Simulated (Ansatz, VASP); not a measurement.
One calculation of LiF, two programs

POSCAR

```
LiF
1.0
    0.0000000000      2.0684825078      1.9948717406
    2.0684825078      0.0000000000      1.9948717406
    2.0684825078      2.0684825078      0.0000000000
Li F
1 1
Direct
    0.0000000000      0.0000000000      0.0000000000
    0.5000000000      0.5000000000      0.5000000000
```

INCAR.step1

```
  PREC = Accurate
  ENCUT = 520
  ISMEAR = 0
  SIGMA = 0.01
  LREAL = False
  LASPH = True
  NELM = 100
  NBANDS = 12
  GGA = PE
  ALGO = Normal
  EDIFF = 1E-4
  LWAVE = True
  LCHARG = False
```

File INCAR.step2:

```
  PREC = Accurate
  ENCUT = 520
  EDIFF = 1E-6
  ISMEAR = 0
  SIGMA = 0.01
  LREAL = False
  LASPH = True
  NELM = 100
  ALGO = Normal
  ISIF = 2
  LWAVE = False
  LCHARG = True
  METAGGA = R2SCAN
  LMIXTAU = True
  LELF = True
  LVHAR = True
  NBANDS = 12
  ISTART = 1
```

The input KPOINTS:

```
Automatic mesh
0
Gamma
  10 10 10
```

Input for Ansatz:

```yaml
crystal:
  lattice:
    - [0.0, 2.0684825078, 1.9948717406]
    - [2.0684825078, 0.0, 1.9948717406]
    - [2.0684825078, 2.0684825078, 0.0]
  atoms:
    - { symbol: Li, position: [0.0, 0.0, 0.0] }
    - { symbol: F, position: [0.5, 0.5, 0.5] }
kpoints:
  mp_grid: { grid: [10, 10, 10] }
  band_path:
    path:
      - [0.0, 0.0, 0.0]
      - [0.5, 0.0, 0.5]
      - [0.625, 0.25, 0.625]
      - [0.375, 0.375, 0.75]
      - [0.5, 0.5, 0.5]
      - [0.5, 0.25, 0.75]
    npoints: 1
hamiltonian:
  xc: r2scan
scf:
  occupations: { method: fixed }
  n_extra_bands: 4
output:
  forces: true
  stress: true
  eigenvalues: true
```

Change from the starting cell: biaxial_xy strain +3.7%.

Alike in both runs: task single point; functional r2SCAN; k mesh 10 × 10 × 10; no spin polarisation.

|  | VASP | Ansatz |
| --- | --- | --- |
| version | VASP 6.6.1 | Ansatz 0.2.0 |
| potentials or method | VASP PAW PBE potentials, release 64 (Li_sv, F) | plane waves, PAW |
| plane-wave cutoff (eV) | 520 | 500 |
| occupations | gaussian, width 0.01 eV | fixed |
| valence electrons in the cell | 10 | 10 |

VASP gave:

- gap on the k mesh at the Fermi level (eV): 9.82

Question: Estimate Ansatz's values.

Answer: gap on the k mesh at the Fermi level (eV): 9.63.

VASP's potentials were made for PBE, not for r2SCAN.

Noted on VASP's run: the cutoff is short for stress, so the pressure is rough.
